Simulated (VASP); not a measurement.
# Si2Bi2Te (I4/mmm) in VASP: notebook

Runs on Si2Bi2Te. Level: PBE. Tasks: relaxation of cell and atoms, single point.

Program: VASP 6.6.1. These are calculated values, not measurements. Logs are shortened: lines on timing, memory, paths and dates and some standing lists are left out, and cuts for length are marked.

## Step 1: The cell of the first run

It takes space group I4/mmm (No. 139, tetragonal). Conventional cell: a = 6.692 Å, b = 6.692 Å, c = 6.887 Å, α = 90.00°, β = 90.00°, γ = 90.00°. Si (site symmetry 4mm) has 1 Te at 2.07 Å within 2.7 Å. Bi (site symmetry mmm) has 2 Te at 3.35 Å and 2 Bi at 3.44 Å and 8 Si at 3.62 to 3.94 Å within 4.4 Å. Within 2.7 Å of Te (site symmetry 4/mmm) lie 2 Si at 2.07 Å.

## Step 2: Relaxation of cell and atoms, PBE

File INCAR:

```
SYSTEM = Si2Bi2Te
ALGO = Normal
EDIFF = 1E-6
EDIFFG = -0.04
ENCUT = 600
GGA = PE
IBRION = 2
ISIF = 3
ISMEAR = 0
LASPH = .True.
LCHARG = .False.
LREAL = .False.
LWAVE = .False.
NELM = 80
NSW = 90
PREC = Accurate
SIGMA = 0.1
```

File KPOINTS:

```
k-points
0
Gamma
  4 4 4
  0 0 0
```

File POSCAR:

```
Si2Bi2Te
1.0
   -3.3460790900      3.3460790900      3.4433603300
    3.3460790900     -3.3460790900      3.4433603300
    3.3460790900      3.3460790900     -3.4433603300
Si Bi Te
2 2 1
Direct
    0.8010768000      0.8010768000      0.0000000000
    0.1989232000      0.1989232000      0.0000000000
    0.5000000000      0.0000000000      0.5000000000
    0.0000000000      0.5000000000      0.5000000000
    0.5000000000      0.5000000000      0.0000000000
```

Potentials or basis: VASP PAW PBE potentials, release 64 (Si, Bi_d, Te).

Launch:

```
> cat potpaw_PBE.64/Si/POTCAR potpaw_PBE.64/Bi_d/POTCAR potpaw_PBE.64/Te/POTCAR > POTCAR
> mpirun -np 1 vasp_std > vasp.out
```

OUTCAR:

```text
SYSTEM = Si2Bi2Te
   EDIFF = 1E-6
   EDIFFG = -0.04
   ENCUT = 600
   GGA = PE
   IBRION = 2
   ISIF = 3
   ISMEAR = 0
   LASPH = .True.
   LREAL = .False.
   NELM = 80
   NSW = 90
   PREC = Accurate

 ion  position               nearest neighbor table
   1  0.801  0.801  0.000-   5 2.07   2 2.74
   2  0.199  0.199  0.000-   5 2.07   1 2.74
   3  0.500  0.000  0.500-   5 3.35   5 3.35   4 3.44   4 3.44
   4  0.000  0.500  0.500-   5 3.35   5 3.35   3 3.44   3 3.44
   5  0.500  0.500  0.000-   1 2.07   2 2.07   3 3.35   4 3.35   3 3.35   4 3.35

  LATTYP: Found a body centered tetragonal cell.
 ALAT       =     6.6921581800
 C/A-ratio  =     1.0290732040

  Lattice vectors:

 A1 = (  -3.3460790900,   3.3460790900,   3.4433603300)
 A2 = (   3.3460790900,  -3.3460790900,   3.4433603300)
 A3 = (   3.3460790900,   3.3460790900,  -3.4433603300)

Analysis of symmetry for initial positions (statically):
=====================================================================
 Subroutine PRICEL returns:
 Original cell was already a primitive cell.

 Routine SETGRP: Setting up the symmetry group for a
 body centered tetragonal supercell.

 Subroutine GETGRP returns: Found 16 space group operations
 (whereof 16 operations were pure point group operations)
 out of a pool of 16 trial point group operations.

The static configuration has the point symmetry D_4h.

Analysis of symmetry for dynamics (positions and initial velocities):
=====================================================================
 Subroutine PRICEL returns:
 Original cell was already a primitive cell.

 Routine SETGRP: Setting up the symmetry group for a
 body centered tetragonal supercell.

 Subroutine GETGRP returns: Found 16 space group operations
 (whereof 16 operations were pure point group operations)
 out of a pool of 16 trial point group operations.

The dynamic configuration has the point symmetry D_4h.

 Subroutine INISYM returns: Found 16 space group operations
 (whereof 16 operations are pure point group operations),
 and found     1 'primitive' translations

----------------------------------------------------------------------------------------

                                     Primitive cell

  volume of cell :     154.2108

[... 94 lines left out ...]
   NUPDOWN=      -1.0000    fix difference up-down
   EMIN   =  10.00;   EMAX   =-10.00  energy-range for DOS
   EFERMI =   0.00;   METHOD = LEGACY
   ISMEAR =     0;   SIGMA  =   0.10  broadening in eV -4-tet -1-fermi 0-gaus
   EFERMI_NEDOS =   21; number of points for ismear=-14 and -15
   IALGO  =     38    algorithm
   IMIX   =      4    mixing-type and parameters
     AMIX     =   0.40;   BMIX     =  1.00
     AMIX_MAG =   1.60;   BMIX_MAG =  1.00
  volume/ion in A,a.u.               =      30.84       208.13
  Fermi-wavevector in a.u.,A,eV,Ry     =   1.077757  2.036665 15.803979  1.161560
  Thomas-Fermi vector in A             =   2.213677
   LORBIT       =      0    0 simple, 1 ext, 2 COOP (PROOUT), +10 PAW based schemes
   GGA     = PE    functional components
   LHFCALC =     F    Hartree Fock is set to
   AEXX    =    0.0000 exact exchange contribution
   IVDW    =     0    specifies the selected vdW correction
   LEPSILON=     F    determine dielectric tensor
   LRPA    =     F    only Hartree local field effects (RPA)
 conjugate gradient relaxation of ions
 non-spin polarized calculation
 Gauss-broadening in eV      SIGMA  =   0.10
  energy-cutoff  :      600.00
  volume of cell :      154.21
 maximum number of plane-waves:      5170
 NGX is ok and might be reduce to    48
   NGX = 23   NGY = 23   NGZ = 23

--------------------------------------- Ionic step        1  -------------------------------------------

 number of electron      43.9999996 magnetization

 Free energy of the ion-electron system (eV)
  ---------------------------------------------------
  ext. energy  EPLUGINS =         0.00000000
  ---------------------------------------------------
  free energy    TOTEN  =       -13.68910712 eV

  energy without entropy =      -13.66883346  energy(sigma->0) =      -13.67897029

------------------------ aborting loop because EDIFF is reached ----------------------------------------

  FORCE on cell =-STRESS in cart. coord.  units (eV):
  Direction    XX          YY          ZZ          XY          YZ          ZX
  --------------------------------------------------------------------------------------
  -------------------------------------------------------------------------------------
  Total       -3.9029658     -3.9029658     41.0025959      0.0000000      0.0000000      0.0000000
  in kB      -40.5499625    -40.5499625    425.9975180      0.0000000      0.0000000      0.0000000
  external PRESSURE =     114.9658644 kB  Pullay stress =       0.0000000 kB
[... 98 lines left out ...]
  FREE ENERGIE OF THE ION-ELECTRON SYSTEM (eV)
  ---------------------------------------------------
  free  energy   TOTEN  =       -18.4394175329 eV

  energy  without entropy=      -18.4277285045  energy(sigma->0) =      -18.43357302

 E-fermi :   4.6702     XC(G=0):  -8.7372

 val. band max:        4.5327344297   @ k =   0.2500   0.2500   0.2500
 cond. band min:       4.7065300348   @ k =   0.5000   0.5000  -0.0000
 fundamental gap:      0.1737956051
 Fermi energy:         4.6701910135

 k-point     1 :       0.0000    0.0000    0.0000
  band No.  band energies     occupation
      1     -18.4567      2.00000
      2     -18.4449      2.00000
      3     -18.4426      2.00000
      4     -18.4329      2.00000
      5     -18.4269      2.00000
      6     -18.4269      2.00000
[... 366 lines left out ...]
     25       6.2684      0.00000
     26       7.7100      0.00000

[... ionic steps 4 to 7 ...]

--------------------------------------- Ionic step        8  -------------------------------------------

 number of electron      43.9999999 magnetization

------------------------ aborting loop because EDIFF is reached ----------------------------------------
[... 73 lines left out ...]
--------------------------------------- Ionic step       10  -------------------------------------------

 number of electron      44.0000000 magnetization

 Free energy of the ion-electron system (eV)
  ---------------------------------------------------
  ext. energy  EPLUGINS =         0.00000000
  ---------------------------------------------------
  free energy    TOTEN  =       -19.10748089 eV

  energy without entropy =      -19.09378093  energy(sigma->0) =      -19.10063091

 E-fermi :   6.0792     XC(G=0):  -9.3313

 val. band max:        5.8872948846   @ k =   0.2500   0.2500   0.2500
 cond. band min:       6.1374759044   @ k =   0.5000   0.2500  -0.0000
 fundamental gap:      0.2501810197
 Fermi energy:         6.0791933141

 k-point     1 :       0.0000    0.0000    0.0000
  band No.  band energies     occupation
      1     -17.0641      2.00000
      2     -17.0401      2.00000
      3     -17.0346      2.00000
      4     -17.0129      2.00000
      5     -17.0079      2.00000
      6     -17.0079      2.00000
[... 398 lines left out ...]
  FREE ENERGIE OF THE ION-ELECTRON SYSTEM (eV)
  ---------------------------------------------------
  free  energy   TOTEN  =       -19.1074808937 eV

  energy  without entropy=      -19.0937809297  energy(sigma->0) =      -19.10063091

 reached required accuracy - stopping structural energy minimisation
```

Run time: 6.5 min. Hardware: 1 thread of Intel Xeon Platinum 8259CL at 2.50GHz (Skylake/Cascade Lake), shared host; peak memory 0.38 GiB.

What came out:

- Free energy: -19.1075 eV
- Relaxed volume: 30.13 Å³/atom
- Relaxed cell: a = 5.881 Å, b = 5.881 Å, c = 5.881 Å, α = 116.40°, β = 116.40°, γ = 96.35°
- Space group after relaxing (to 0.05 Å): I4/mmm (No. 139)
- Energy gained by relaxing: 1083.7 meV/atom
- Ionic steps: 10
- Pressure after relaxing: 0.0 GPa

Forces on the atoms (eV/Å):
```
Si   0.000  0.000  0.003
Si   0.000  0.000 -0.003
Bi   0.000  0.000  0.000
Bi   0.000  0.000  0.000
Te   0.000  0.000  0.000
```

The path:
| step | energy change (eV) | largest force (eV/Å) | pressure (GPa) | volume (Å³) |
| --- | --- | --- | --- | --- |
| 1 | 0.0000 | 10.4826 | 11.50 | 154.21 |
| 2 | -4.1186 | 0.5201 | -5.65 | 199.31 |
| 3 | -4.7503 | 1.3184 | -5.67 | 177.54 |
| 4 | -4.7641 | 1.4237 | -5.51 | 176.55 |
| 5 | -4.7657 | 1.7559 | -4.95 | 173.85 |
| 6 | -4.7705 | 1.6846 | -5.04 | 174.39 |
| 7 | -5.4044 | 0.2726 | -0.59 | 152.92 |
| 8 | -5.4118 | 0.0112 | 0.09 | 150.78 |
| 9 | -5.4178 | 0.0026 | 0.00 | 150.69 |
| 10 | -5.4184 | 0.0029 | -0.04 | 150.65 |

Final structure:
```
Si Bi Te
1.0
    -3.09896    3.09896    3.92176
     3.09896   -3.09896    3.92176
     3.09896    3.09896   -3.92176
Si Bi Te
2 2 1
Direct
  0.85642 0.85642 0.00000
  0.14358 0.14358 0.00000
  0.50000 0.00000 0.50000
  0.00000 0.50000 0.50000
  0.50000 0.50000 0.00000
```

Caveat: the bands computed are all filled at some k points, so no gap is given; spin-orbit coupling is left out, which moves the levels of the heavy elements.

## Step 3: Single point, PBE

This run uses another cell than the first one, of 29.95 Å³/atom, 0.971 times its volume.

File INCAR:

```
SYSTEM = Si2Bi2Te
PREC     = Accurate       ! precision mode
ENCUT    = 520            ! plane-wave cutoff, eV
EDIFF    = 1E-6           ! SCF threshold, eV
ISMEAR   = 0              ! smearing method
SIGMA    = 0.1            ! smearing width, eV
LREAL    = .False.        ! projectors in reciprocal space
LASPH    = .True.         ! aspherical terms in the spheres
NELM     = 80             ! most SCF steps
ALGO     = Normal         ! electronic algorithm
ISIF     = 2              ! what is computed and relaxed
LWAVE    = .False.        ! write WAVECAR
LCHARG   = .True.         ! write CHGCAR
GGA      = PE             ! functional
LELF     = .True.         ! ELF
LVHAR    = .True.       
NBANDS   = 30             ! bands
```

File KPOINTS:

```
regular mesh
0
Gamma
  8 8 8
  0 0 0
```

File POSCAR:

```
Si2Bi2Te
1.0
   -3.0637727461      3.0637727461      3.9884915855
    3.0637727461     -3.0637727461      3.9884915855
    3.0637727461      3.0637727461     -3.9884915855
Si Bi Te
2 2 1
Direct
    0.8567865037      0.8567865037      0.0000000000
    0.1432134963      0.1432134963      0.0000000000
    0.5000000000      0.0000000000      0.5000000000
    0.0000000000      0.5000000000      0.5000000000
    0.5000000000      0.5000000000      0.0000000000
```

Potentials or basis: VASP PAW PBE potentials, release 64 (Si, Bi_d, Te).

Launch:

```
> cat potpaw_PBE.64/Si/POTCAR potpaw_PBE.64/Bi_d/POTCAR potpaw_PBE.64/Te/POTCAR > POTCAR
> mpirun -np 1 vasp_std > vasp.out
```

Wall time 3.9 min (1 thread of Intel Xeon Platinum 8259CL at 2.50GHz (Skylake/Cascade Lake), shared host); peak memory 0.47 GiB.

It converged, with:

```yaml
Free_energy: -19.0098 eV
Pressure: 0.0 GPa
Largest_force: 0.006 eV/Å
Band_gap_on_the_k_mesh: zero (band 22 reaches 6.86 eV, above the bottom of band 23 at 5.51 eV)
```

Forces in eV/Å, atoms in the order of the input:
```
Si   0.000  0.000 -0.006
Si   0.000  0.000  0.006
Bi   0.000  0.000  0.000
Bi   0.000  0.000  0.000
Te   0.000  0.000  0.000
```

Levels at points of the mesh, in eV from the Fermi level:
| k point | band 18 | band 19 | band 20 | band 21 | band 22 | band 23 | band 24 | band 25 | band 26 | band 27 |
| --- | --- | --- | --- | --- | --- | --- | --- | --- | --- | --- |
| (0.00, 0.00, 0.00) | -3.21 | -3.21 | -2.14 | -2.01 | -1.38 | -0.44 | -0.44 | 2.38 | 3.01 | 3.41 |
| (0.50, 0.00, 0.00) | -3.74 | -2.25 | -1.53 | -1.20 | -0.50 | 0.61 | 0.77 | 0.99 | 2.59 | 3.04 |
| (0.50, 0.50, 0.00) | -1.87 | -1.21 | -1.10 | -0.63 | -0.62 | -0.58 | -0.12 | 0.14 | 0.21 | 0.47 |
| (0.50, 0.50, 0.50) | -2.58 | -2.58 | -1.29 | -0.73 | -0.60 | 1.31 | 1.31 | 1.60 | 3.84 | 3.85 |

Caveat: spin-orbit coupling is left out, which moves the levels of the heavy elements.

## Step 4: Single point, PBE

This run uses another cell than the first one, of 29.89 Å³/atom, 0.969 times its volume.

File INCAR:

```
SYSTEM = Si2Bi2Te
PREC = Accurate
ENCUT = 520
EDIFF = 1E-6
ISMEAR = 0
SIGMA = 0.1
LREAL = .False.
LASPH = .True.
NELM = 60
ALGO = Normal
ISIF = 2
LWAVE = .False.
LCHARG = .False.
GGA = PE
NBANDS = 30
```

File KPOINTS:

```
Automatic mesh
0
Gamma
  10 10 10
  0 0 0
```

File POSCAR:

```
Si2Bi2Te
1.0
   -3.0723095441      3.0723095441      3.9586604128
    3.0723095441     -3.0723095441      3.9586604128
    3.0723095441      3.0723095441     -3.9586604128
Si Bi Te
2 2 1
Direct
    0.8561057451      0.8561057451      0.0000000000
    0.1438942549      0.1438942549      0.0000000000
    0.5000000000      0.0000000000      0.5000000000
    0.0000000000      0.5000000000      0.5000000000
    0.5000000000      0.5000000000      0.0000000000
```

Launch:

```
> cat potpaw_PBE.64/Si/POTCAR potpaw_PBE.64/Bi_d/POTCAR potpaw_PBE.64/Te/POTCAR > POTCAR
> mpirun -np 1 vasp_std > vasp.out
```

Wall time 6.6 min (1 thread of Intel Xeon Platinum 8259CL at 2.50GHz (Skylake/Cascade Lake), shared host); peak memory 0.6 GiB.

Results (log left out):

| Item | Value |
| --- | --- |
| Free energy | -19.0184 eV |
| Pressure | 0.0 GPa |
| Largest force | 0.004 eV/Å |
| Band gap on the k mesh | zero (band 22 reaches 7.15 eV, above the bottom of band 23 at 5.51 eV) |

Forces in eV/Å, atoms in the order of the input:
```
Si   0.000  0.000  0.004
Si   0.000  0.000 -0.004
Bi   0.000  0.000  0.000
Bi   0.000  0.000  0.000
Te   0.000  0.000  0.000
```

Levels at points of the mesh, in eV from the Fermi level:
```csv
k point,band 18,band 19,band 20,band 21,band 22,band 23,band 24,band 25,band 26,band 27
"(0.00, 0.00, 0.00)",-3.21,-3.21,-2.06,-2.04,-1.33,-0.45,-0.45,2.36,3.05,3.34
"(0.50, 0.00, 0.00)",-3.73,-2.27,-1.55,-1.20,-0.50,0.58,0.74,1.02,2.73,3.03
"(0.50, 0.50, 0.00)",-1.91,-1.19,-1.02,-0.64,-0.62,-0.60,-0.13,0.14,0.21,0.55
"(0.50, 0.50, 0.50)",-2.55,-2.55,-1.36,-0.70,-0.53,1.29,1.29,1.68,3.85,3.85
```

Caveat: spin-orbit coupling is left out, which moves the levels of the heavy elements.

## Step 5: Summary

| task | cell | k mesh | cutoff (eV) | gap on the mesh (eV) | pressure (GPa) |
| --- | --- | --- | --- | --- | --- |
| relaxation of cell and atoms | relaxed from a = 5.852 Å, angles 110.3, 110.3, 107.9°, 5 atoms | 4 × 4 × 4 | 600 | - | 0.0 |
| single point | a = 5.889 Å, angles 117.3, 117.3, 94.7°, 5 atoms | 8 × 8 × 8 | 520 | none | 0.0 |
| single point | a = 5.878 Å, angles 117.0, 117.0, 95.3°, 5 atoms | 10 × 10 × 10 | 520 | none | 0.0 |

Alike in all rows: level PBE; potentials or basis VASP PAW PBE potentials, release 64 (Si, Bi_d, Te); no spin polarisation; smearing gaussian 0.1 eV.

Caveats: spin-orbit coupling is left out, which moves the levels of the heavy elements; the bands computed are all filled at some k points, so no gap is given (some runs).

Absolute energies hang on the potentials; compare differences alone.
